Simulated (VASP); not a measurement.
Input of a VASP 6.6.1 run:

File INCAR:

```
SYSTEM = BN
PREC     = Accurate       ! precision mode
ENCUT    = 600            ! plane-wave cutoff, eV
EDIFF    = 1E-6           ! SCF threshold, eV
ISMEAR   = 0              ! smearing method
SIGMA    = 0.01           ! smearing width, eV
LREAL    = .False.        ! projectors in reciprocal space
LASPH    = .True.         ! aspherical terms in the spheres
NELM     = 120            ! most SCF steps
ALGO     = Normal         ! electronic algorithm
ISIF     = 2              ! what is computed and relaxed
LWAVE    = .False.        ! write WAVECAR
LCHARG   = .False.        ! write CHGCAR
GGA      = PE             ! functional
IVDW     = 12             ! dispersion correction
NBANDS   = 11             ! bands
GGA_COMPAT= .False.
```

Contents of KPOINTS:

```
regular mesh
0
Gamma
  8 8 8
  0 0 0
```

POSCAR

```
BN
1.0
    0.0000000000      1.7840428040      1.7840428040
    1.7840428040      0.0000000000      1.7840428040
    1.7840428040      1.7840428040      0.0000000000
B N
1 1
Direct
    0.0000000000      0.0000000000      0.0000000000
    0.2500000000      0.2500000000      0.2500000000
```

Potentials or basis: VASP PAW PBE potentials, release 64 (B, N).

Launch:

```console
$ cat potpaw_PBE.64/B/POTCAR potpaw_PBE.64/N/POTCAR > POTCAR
$ mpirun -np 1 vasp_std > vasp.out
```

Task: Predict the band gap on the k mesh.

Result: 4.50 eV, indirect (least direct gap 9.01 eV).

Task: Predict the pressure.

Result: 13.1 GPa.

Task: Estimate the dispersion energy per atom.

Result: -0.218 eV.

A k mesh can miss the band edges. PBE gaps usually lie below the measured ones, often by a third to a half.
